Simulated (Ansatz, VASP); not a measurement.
AlFe: VASP beside Ansatz

```
CELL_PARAMETERS angstrom
0.00000 2.87424 2.87424
2.87424 0.00000 2.87424
2.87424 2.87424 0.00000
ATOMIC_POSITIONS crystal
Al 0.00000 0.00000 0.00000
Al 0.50000 0.50000 0.50000
Fe 0.25000 0.25000 0.25000
Fe 0.75000 0.75000 0.75000
```

Alike in both runs: task single point; functional PBE; k mesh 10 × 10 × 10; occupations gaussian, width 0.05 eV; collinear spin.

```csv
,VASP,Ansatz
version,VASP 6.6.1,Ansatz 0.2.0
potentials or method,"VASP PAW PBE potentials, release 64 (Al, Fe), cutoff 600 eV","scalar-relativistic, plane waves, PAW"
valence electrons in the cell,22,38
```

Ansatz gave:

| Item | Value |
| --- | --- |
| gap on the k mesh at the Fermi level (eV) | none |
| pressure (GPa) | 0.0 |
| net moment per atom (μB) | 0.34 |

**Question.** Which values does VASP return?

**Answer.** gap on the k mesh at the Fermi level (eV): none; pressure (GPa): -0.1; net moment per atom (μB): 0.34.

A gap of «none» marks a metal or a gap that the smearing closes. VASP's potentials hold 22 valence electrons a cell and Ansatz's 38, so a difference there can come from the potentials and not from the codes.
